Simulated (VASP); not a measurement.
The system is TiSi2.

```xyz
3
Lattice="-1.4729 1.7121 4.2121 1.4729 -1.7121 4.2121 1.4729 1.7121 -4.2121" Properties=species:S:1:pos:R:3 pbc="T T T"
Ti    0.0000    0.0000    0.0000
Si    0.0000    0.0000    5.6448
Si    0.0000    0.0000    2.7793
```

* Program: VASP 6.6.1
* Task: relaxation of cell and atoms
* Functional: PBEsol
* Potentials or basis: VASP PAW PBE potentials, release 64 (Ti_sv, Si)
* Cutoff: 600 eV
* k mesh: 12 × 12 × 12
* Occupations: fermi-dirac, width 0.05 eV
* Spin: no spin polarisation

At the start: pressure -3.5 GPa; volume 14.16 Å³/atom.

**Question.** Where does the relaxation end?

**Answer.** Over 7 steps the energy falls by 4.1 meV/atom and the volume is 13.82 Å³/atom (-2.4 %); space group Immm (No. 71, to 0.1 Å) before and after.

The path:
```
step  energy change (eV)  largest force (eV/Å)  pressure (GPa)  volume (Å³)
   1              0.0000                0.0665           -3.51        42.49
   2             -0.0040                0.0094            3.21        40.61
   3             -0.0122                0.0359            0.05        41.44
   4             -0.0122                0.0367            0.01        41.46
   5             -0.0124                0.0233           -0.04        41.47
   6             -0.0124                0.0077           -0.06        41.48
   7             -0.0124                0.0002            0.03        41.45
```

Final structure:
```
Ti Si
1.0
    -1.46466    1.69889    4.16427
     1.46466   -1.69889    4.16427
     1.46466    1.69889   -4.16427
Ti Si
1 2
Direct
  0.00000 0.00000 0.00000
  0.66938 0.66938 0.00000
  0.33062 0.33062 0.00000
```

Caveat: the PAW data sets were made with another functional, which shifts forces and pressure a little.
